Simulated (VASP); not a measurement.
# NaCaI2 (P4/mmm) in VASP: further runs

The runs below take NaCaI2 through single point, relaxation of cell and atoms, with PBE.

Program: VASP 6.6.1. These are calculated values, not measurements. Logs are shortened: lines on timing, memory, paths and dates and some standing lists are left out, and cuts for length are marked.

## Step 1: The cell of the first run

Symmetry: P4/mmm, No. 123, tetragonal system. Conventional cell: a = 4.017 Å, b = 4.017 Å, c = 8.092 Å, α = 90.00°, β = 90.00°, γ = 90.00°. Na (site symmetry 4/mmm) has 8 I at 3.56 Å and 4 Na at 4.02 Å and 2 Ca at 4.05 Å within 4.7 Å. Within 4.5 Å of Ca (site symmetry 4/mmm) lie 8 I at 3.42 Å and 4 Ca at 4.02 Å and 2 Na at 4.05 Å. I (site symmetry 4mm) has 4 Ca at 3.42 Å and 4 Na at 3.56 Å and 6 I at 3.79 to 4.30 Å within 4.5 Å.

## Step 2: Single point, PBE

File INCAR:

```
PREC = Accurate ; ENCUT = 520
EDIFF = 1E-6 ; ISMEAR = 0
SIGMA = 0.1 ; LREAL = False
LASPH = True ; NELM = 100
ALGO = Normal ; ISIF = 2
LWAVE = False ; LCHARG = False
GGA = PE ; NBANDS = 24
```

File KPOINTS:

```
regular mesh
0
Gamma
  6 6 4
```

File POSCAR:

```
NaCaI2
1.0
    4.0166594229      0.0000000000      0.0000000000
    0.0000000000      4.0166594229      0.0000000000
    0.0000000000      0.0000000000      8.0916844255
Na Ca I
1 1 2
Direct
    0.0000000000      0.0000000000      0.5000000000
    0.0000000000      0.0000000000      0.0000000000
    0.5000000000      0.5000000000      0.7655108643
    0.5000000000      0.5000000000      0.2344891357
```

Potentials or basis: VASP PAW PBE potentials, release 64 (Na_pv, Ca_sv, I).

Command:

```sh
> cat potpaw_PBE.64/Na_pv/POTCAR potpaw_PBE.64/Ca_sv/POTCAR potpaw_PBE.64/I/POTCAR > POTCAR
> mpirun -np 1 vasp_std > vasp.out
```

OUTCAR:

```text
PREC = Accurate
   ENCUT = 520
   EDIFF = 1E-6
   ISMEAR = 0
   LREAL = False
   LASPH = True
   NELM = 100
   ISIF = 2
   GGA = PE

 ion  position               nearest neighbor table
   1  0.000  0.000  0.500-
   2  0.000  0.000  0.000-
   3  0.500  0.500  0.766-
   4  0.500  0.500  0.234-

  LATTYP: Found a simple tetragonal cell.
 ALAT       =     4.0166594229
 C/A-ratio  =     2.0145308759

  Lattice vectors:

 A1 = (   4.0166594229,   0.0000000000,   0.0000000000)
 A2 = (   0.0000000000,   4.0166594229,   0.0000000000)
 A3 = (   0.0000000000,   0.0000000000,   8.0916844255)

Analysis of symmetry for initial positions (statically):
=====================================================================
 Subroutine PRICEL returns:
 Original cell was already a primitive cell.

 Routine SETGRP: Setting up the symmetry group for a
 simple tetragonal supercell.

 Subroutine GETGRP returns: Found 16 space group operations
 (whereof 16 operations were pure point group operations)
 out of a pool of 16 trial point group operations.

The static configuration has the point symmetry D_4h.

Analysis of symmetry for dynamics (positions and initial velocities):
=====================================================================
 Subroutine PRICEL returns:
 Original cell was already a primitive cell.

 Routine SETGRP: Setting up the symmetry group for a
 simple tetragonal supercell.

 Subroutine GETGRP returns: Found 16 space group operations
 (whereof 16 operations were pure point group operations)
 out of a pool of 16 trial point group operations.

The dynamic configuration has the point symmetry D_4h.

 Subroutine INISYM returns: Found 16 space group operations
 (whereof 16 operations are pure point group operations),
 and found     1 'primitive' translations

----------------------------------------------------------------------------------------

                                     Primitive cell

  volume of cell :     130.5476

  direct lattice vectors                    reciprocal lattice vectors
     4.016659423  0.000000000  0.000000000     0.248963105  0.000000000  0.000000000
     0.000000000  4.016659423  0.000000000     0.000000000  0.248963105  0.000000000
     0.000000000  0.000000000  8.091684426     0.000000000  0.000000000  0.123583663

  length of vectors
     4.016659423  4.016659423  8.091684426     0.248963105  0.248963105  0.123583663

  position of ions in fractional coordinates (direct lattice)
     0.000000000  0.000000000  0.500000000
     0.000000000  0.000000000  0.000000000
     0.500000000  0.500000000  0.765510864
     0.500000000  0.500000000  0.234489136

  ion indices of the primitive-cell ions
   primitive index   ion index
                 1           1
                 2           2
                 3           3
                 4           4

----------------------------------------------------------------------------------------

 KPOINTS: regular mesh

Automatic generation of k-mesh.
 Grid dimensions read from file:
 generate k-points for:    6    6    4

 Generating k-lattice:

  Cartesian coordinates                     Fractional coordinates (reciprocal lattice)
     0.041493851  0.000000000  0.000000000     0.166666667  0.000000000  0.000000000
     0.000000000  0.041493851  0.000000000     0.000000000  0.166666667  0.000000000
     0.000000000  0.000000000  0.030895916     0.000000000  0.000000000  0.250000000

  Length of vectors
     0.041493851  0.041493851  0.030895916

  Shift w.r.t. Gamma in fractional coordinates (k-lattice)
     0.000000000  0.000000000  0.000000000

 Subroutine IBZKPT returns following result:
 ===========================================

 Found     30 irreducible k-points:

 Following reciprocal coordinates:
            Coordinates               Weight
  0.000000  0.000000  0.000000      1.000000
  0.166667  0.000000  0.000000      4.000000
  0.333333  0.000000  0.000000      4.000000
  0.500000  0.000000  0.000000      2.000000
  0.166667  0.166667  0.000000      4.000000
  0.333333  0.166667  0.000000      8.000000
[... 16 lines left out ...]
  0.333333  0.000000  0.500000      4.000000
  0.500000  0.000000  0.500000      2.000000
 [... further k-points ...]
   k-points           NKPTS =     30   k-points in BZ     NKDIM =     30   number of bands    NBANDS=     24
   number of dos      NEDOS =    301   number of ions     NIONS =      4
   total plane-waves  NPLWV =  54000
   dimension x,y,z NGX =    30 NGY =   30 NGZ =   60
   dimension x,y,z NGXF=    60 NGYF=   60 NGZF=  120
   ions per type =               1   1   2
   NGX,Y,Z   is equivalent  to a cutoff of  12.42, 12.42, 12.33 a.u.
   NGXF,Y,Z  is equivalent  to a cutoff of  24.83, 24.83, 24.65 a.u.
 SYSTEM =  unknown system
   PREC   = accura    normal or accurate (medium, high low for compatibility)
   ISTART =      0    job   : 0-new  1-cont  2-samecut
   ICHARG =      2    charge: 1-file 2-atom 10-const
   ISPIN  =      1    spin polarized calculation?
   LNONCOLLINEAR =      F non collinear calculations
   LSORBIT =      F    spin-orbit coupling
   LASPH  =      T    aspherical Exc in radial PAW
   ENCUT  =  520.0 eV  38.22 Ry    6.18 a.u.   7.47  7.47 15.05*2*pi/ulx,y,z
   NELM   =    100;   NELMIN=  2; NELMDL= -5     # of ELM steps
   EDIFF  = 0.1E-05   stopping-criterion for ELM
   LREAL  =      F    real-space projection
   EDIFFG = 0.1E-04   stopping-criterion for IOM
   NSW    =      0    number of steps for IOM
   IBRION =     -1    ionic relax: 0-MD 1-quasi-New 2-CG
   NFREE  =      0    steps in history (QN), initial steepest desc. (CG)
   ISIF   =      2    stress and relaxation
   ISYM   =      2    0-nonsym 1-usesym 2-fastsym
   POTIM  = 0.5000    time-step for ionic-motion
   TEBEG  =    0.0;   TEEND  =   0.0 temperature during run
   PSTRESS=    0.0 pullay stress
   NELECT =      31.0000    total number of electrons
   NUPDOWN=      -1.0000    fix difference up-down
   EMIN   =  10.00;   EMAX   =-10.00  energy-range for DOS
   EFERMI =   0.00;   METHOD = LEGACY
   ISMEAR =     0;   SIGMA  =   0.10  broadening in eV -4-tet -1-fermi 0-gaus
   EFERMI_NEDOS =   21; number of points for ismear=-14 and -15
   IALGO  =     38    algorithm
   IMIX   =      4    mixing-type and parameters
     AMIX     =   0.40;   BMIX     =  1.00
     AMIX_MAG =   1.60;   BMIX_MAG =  1.00
  volume/ion in A,a.u.               =      32.64       220.24
  Fermi-wavevector in a.u.,A,eV,Ry     =   1.013769  1.915746 13.983087  1.027728
  Thomas-Fermi vector in A             =   2.146957
   LORBIT       =      0    0 simple, 1 ext, 2 COOP (PROOUT), +10 PAW based schemes
   GGA     = PE    functional components
   LHFCALC =     F    Hartree Fock is set to
   AEXX    =    0.0000 exact exchange contribution
   IVDW    =     0    specifies the selected vdW correction
   LEPSILON=     F    determine dielectric tensor
   LRPA    =     F    only Hartree local field effects (RPA)
 non-spin polarized calculation
 Gauss-broadening in eV      SIGMA  =   0.10
  energy-cutoff  :      520.00
  volume of cell :      130.55
 maximum number of plane-waves:      3542
 NGX is ok and might be reduce to    30
   NGX = 15   NGY = 15   NGZ = 31

 number of electron      30.9999977 magnetization

 Free energy of the ion-electron system (eV)
  ---------------------------------------------------
  ext. energy  EPLUGINS =         0.00000000
  ---------------------------------------------------
  free energy    TOTEN  =       -10.29240068 eV

  energy without entropy =      -10.28248211  energy(sigma->0) =      -10.28744139

 E-fermi :   5.5770     XC(G=0):  -8.4222

 val. band max:        5.5276558614   @ k =   0.1667   0.0000   0.2500
 cond. band min:       5.6458957163   @ k =   0.3333   0.3333   0.0000
 fundamental gap:      0.1182398548
 Fermi energy:         5.5769784478

 k-point     1 :       0.0000    0.0000    0.0000
  band No.  band energies     occupation
      1     -37.2460      2.00000
      2     -20.5944      2.00000
      3     -20.5944      2.00000
      4     -20.5898      2.00000
      5     -18.3125      2.00000
      6     -18.2189      2.00000
[... 16 lines left out ...]
     23       8.7081      0.00000
     24       9.2274      0.00000

 k-point     2 :       0.1667    0.0000    0.0000
  band No.  band energies     occupation
      1     -37.2451      2.00000
      2     -20.5966      2.00000
      3     -20.5942      2.00000
      4     -20.5895      2.00000
      5     -18.3098      2.00000
      6     -18.2358      2.00000
[... 16 lines left out ...]
     23       8.7682      0.00000
     24       9.7199      0.00000

 k-point     3 :       0.3333    0.0000    0.0000
  band No.  band energies     occupation
      1     -37.2434      2.00000
      2     -20.6010      2.00000
      3     -20.5939      2.00000
      4     -20.5889      2.00000
      5     -18.3044      2.00000
      6     -18.2694      2.00000
[... 16 lines left out ...]
     23       9.6271      0.00000
     24       9.7934      0.00000

 k-point     4 :       0.5000    0.0000    0.0000
  band No.  band energies     occupation
      1     -37.2426      2.00000
      2     -20.6031      2.00000
      3     -20.5937      2.00000
      4     -20.5886      2.00000
      5     -18.3017      2.00000
      6     -18.2861      2.00000
[... 16 lines left out ...]
     23       9.1145      0.00000
     24       9.4247      0.00000

 k-point     5 :       0.1667    0.1667    0.0000
  band No.  band energies     occupation
      1     -37.2443      2.00000
      2     -20.5965      2.00000
      3     -20.5963      2.00000
      4     -20.5892      2.00000
      5     -18.3073      2.00000
      6     -18.2353      2.00000
[... 16 lines left out ...]
     23       8.7286      0.00000
     24       8.8142      0.00000

 k-point     6 :       0.3333    0.1667    0.0000
  band No.  band energies     occupation
      1     -37.2426      2.00000
      2     -20.6007      2.00000
      3     -20.5960      2.00000
      4     -20.5887      2.00000
      5     -18.3024      2.00000
      6     -18.2666      2.00000
[... 16 lines left out ...]
     23       9.2303      0.00000
     24       9.3355      0.00000
[... 379 lines left out ...]
 k-point    21 :       0.0000    0.0000    0.5000
  band No.  band energies     occupation
      1     -37.2460      2.00000
      2     -20.5944      2.00000
      3     -20.5944      2.00000
      4     -20.5897      2.00000
      5     -18.3126      2.00000
      6     -18.2189      2.00000
[... 16 lines left out ...]
     23       8.5737      0.00000
     24       8.9884      0.00000

 k-point    22 :       0.1667    0.0000    0.5000
  band No.  band energies     occupation
      1     -37.2451      2.00000
      2     -20.5966      2.00000
      3     -20.5942      2.00000
      4     -20.5894      2.00000
      5     -18.3099      2.00000
      6     -18.2358      2.00000
[... 16 lines left out ...]
     23       8.6762      0.00000
     24       9.5292      0.00000

 k-point    23 :       0.3333    0.0000    0.5000
  band No.  band energies     occupation
      1     -37.2434      2.00000
      2     -20.6010      2.00000
      3     -20.5939      2.00000
      4     -20.5889      2.00000
      5     -18.3045      2.00000
      6     -18.2694      2.00000
[... 16 lines left out ...]
     23       9.0558      0.00000
     24       9.6848      0.00000

 k-point    24 :       0.5000    0.0000    0.5000
  band No.  band energies     occupation
      1     -37.2426      2.00000
      2     -20.6031      2.00000
      3     -20.5937      2.00000
      4     -20.5886      2.00000
      5     -18.3018      2.00000
      6     -18.2861      2.00000
[... 16 lines left out ...]
     23       8.8620      0.00000
     24       9.4699      0.00000

 [... further k-points ...]
[... 5 lines left out ...]
  --------------------------------------------------------------------------------------
  -------------------------------------------------------------------------------------
  Total       -0.0696280     -0.0696280     -0.1374917      0.0000000      0.0000000     -0.0000000
  in kB       -0.8545269     -0.8545269     -1.6874001      0.0000000      0.0000000     -0.0000000
  external PRESSURE =      -1.1321513 kB  Pullay stress =       0.0000000 kB

 VOLUME and BASIS-vectors are now :
 -----------------------------------------------------------------------------
  energy-cutoff  :      520.00
  volume of cell :      130.55
      direct lattice vectors                 reciprocal lattice vectors
     4.016659423  0.000000000  0.000000000     0.248963105  0.000000000  0.000000000
     0.000000000  4.016659423  0.000000000     0.000000000  0.248963105  0.000000000
     0.000000000  0.000000000  8.091684426     0.000000000  0.000000000  0.123583663

 POSITION                                       TOTAL-FORCE (eV/Angst)
 -----------------------------------------------------------------------------------
      0.00000      0.00000      4.04584         0.000000      0.000000      0.000000
      0.00000      0.00000      0.00000         0.000000      0.000000      0.000000
      2.00833      2.00833      6.19427         0.000000     -0.000000      0.005785
      2.00833      2.00833      1.89741        -0.000000     -0.000000     -0.005785
 -----------------------------------------------------------------------------------
    total drift:                                0.000000      0.000000     -0.000000

  FREE ENERGIE OF THE ION-ELECTRON SYSTEM (eV)
  ---------------------------------------------------
  free  energy   TOTEN  =       -10.2924006773 eV

  energy  without entropy=      -10.2824821095  energy(sigma->0) =      -10.28744139
```

Wall time 73 s (1 thread of Intel Xeon Platinum 8259CL at 2.50GHz (Skylake/Cascade Lake), shared host); peak memory 0.27 GiB.

What came out:

```
Free energy   : -10.2924 eV
Pressure      : -0.1 GPa
Largest force : 0.006 eV/Å
```

Forces in eV/Å, atoms in the order of the input:
```
Na   0.000  0.000  0.000
Ca   0.000  0.000  0.000
I    0.000  0.000  0.006
I    0.000  0.000 -0.006
```

Caveat: spin-orbit coupling is left out, which moves the levels of the heavy elements; an odd number of electrons without spin polarisation forces a metal; a magnetic or distorted state may lie lower.

## Step 3: Relaxation of cell and atoms, PBE

This run uses another cell than the first one, of 18.92 Å³/atom, 0.580 times its volume.

File INCAR:

```
SYSTEM = NaCaI2
  ALGO = Normal
  EDIFF = 1E-7
  EDIFFG = -0.04
  ENCUT = 600
  GGA = PE
  IBRION = 2
  ISIF = 3
  ISMEAR = 0
  LASPH = .TRUE.
  LCHARG = .FALSE.
  LREAL = .FALSE.
  LWAVE = .FALSE.
  NELM = 100
  NSW = 90
  PREC = Accurate
  SIGMA = 0.1
```

File KPOINTS:

```
k-points
0
G
  6 6 4
  0 0 0
```

File POSCAR:

```
NaCaI2
1.0
    3.5706069400      0.0000000000      0.0000000000
    0.0000000000      3.5706069400      0.0000000000
    0.0000000000      0.0000000000      5.9371586200
Na Ca I
1 1 2
Direct
    0.0000000000      0.0000000000      0.5000000000
    0.0000000000      0.0000000000      0.0000000000
    0.5000000000      0.5000000000      0.7108082100
    0.5000000000      0.5000000000      0.2891917900
```

Potentials or basis: VASP PAW PBE potentials, release 64 (Na_pv, Ca_sv, I).

Command:

```sh
> cat potpaw_PBE.64/Na_pv/POTCAR potpaw_PBE.64/Ca_sv/POTCAR potpaw_PBE.64/I/POTCAR > POTCAR
> mpirun -np 1 vasp_std > vasp.out
```

It took 9.6 min on 1 thread of Intel Xeon Platinum 8259CL at 2.50GHz (Skylake/Cascade Lake), shared host; peak memory 0.24 GiB.

The run converged. Its results:

```yaml
Free_energy: -10.2794 eV
Relaxed_volume: 32.12 Å³/atom
Relaxed_cell: a = 4.001 Å, b = 4.001 Å, c = 8.026 Å, α = 90.00°, β = 90.00°, γ = 90.00°
Space_group_after_relaxing_to_0.05_Å: P4/mmm (No. 123)
Energy_gained_by_relaxing: 1785.1 meV/atom
Ionic_steps: 13
Pressure_after_relaxing: 0.1 GPa
Largest_force_after_relaxing: 0.015 eV/Å
```

Forces in eV/Å, atoms in the order of the input:
```
Na   0.000  0.000  0.000
Ca   0.000  0.000  0.000
I    0.000  0.000  0.015
I    0.000  0.000 -0.015
```

Stress tensor (GPa, compression positive):
```
0.15 0.00 0.00
0.00 0.15 0.00
0.00 0.00 0.07
```

The path:
```tsv
step	energy change (eV)	largest force (eV/Å)	pressure (GPa)	volume (Å³)
1	0.0000	9.8958	48.30	75.69
2	-6.9821	0.1351	-1.39	153.46
3	-6.9955	0.4578	3.26	115.71
4	-7.0684	0.3574	-0.30	139.15
5	-7.0906	0.4341	0.33	132.36
6	-7.0924	0.4449	0.49	131.04
7	-7.1118	0.2826	0.07	132.84
8	-7.1190	0.1289	-0.34	134.86
9	-7.1246	0.1157	-0.24	133.64
10	-7.1347	0.0690	0.11	130.04
11	-7.1356	0.0438	0.30	128.43
12	-7.1393	0.0109	0.20	128.46
13	-7.1402	0.0155	0.13	128.48
```

Final structure:
```
CELL_PARAMETERS angstrom
4.00094 0.00000 0.00000
0.00000 4.00094 0.00000
0.00000 0.00000 8.02617
ATOMIC_POSITIONS crystal
Na 0.00000 0.00000 0.50000
Ca 0.00000 0.00000 0.00000
I 0.50000 0.50000 0.76394
I 0.50000 0.50000 0.23606
```

Levels at points of the mesh, in eV from the Fermi level:
```tsv
k point	band 13	band 14	band 15	band 16	band 17	band 18	band 19
(0.00, 0.00, 0.00)	-3.85	-3.72	-3.72	-0.76	-0.22	0.56	1.55
(0.50, 0.00, 0.00)	-3.77	-3.65	-3.24	-0.86	1.58	1.62	1.80
(0.50, 0.50, 0.00)	-5.63	-5.62	-3.18	-0.72	1.02	1.08	1.08
(0.00, 0.00, 0.50)	-3.82	-3.81	-3.81	-0.20	0.15	0.48	1.63
(0.50, 0.00, 0.50)	-4.68	-3.68	-3.34	-0.09	1.03	1.30	1.78
(0.50, 0.50, 0.50)	-5.77	-5.03	-4.13	-0.34	0.24	1.36	1.36
```

Caveat: the volume moved by over 15 % at a fixed basis, so the end points are rough; spin-orbit coupling is left out, which moves the levels of the heavy elements; an odd number of electrons without spin polarisation forces a metal; a magnetic or distorted state may lie lower.
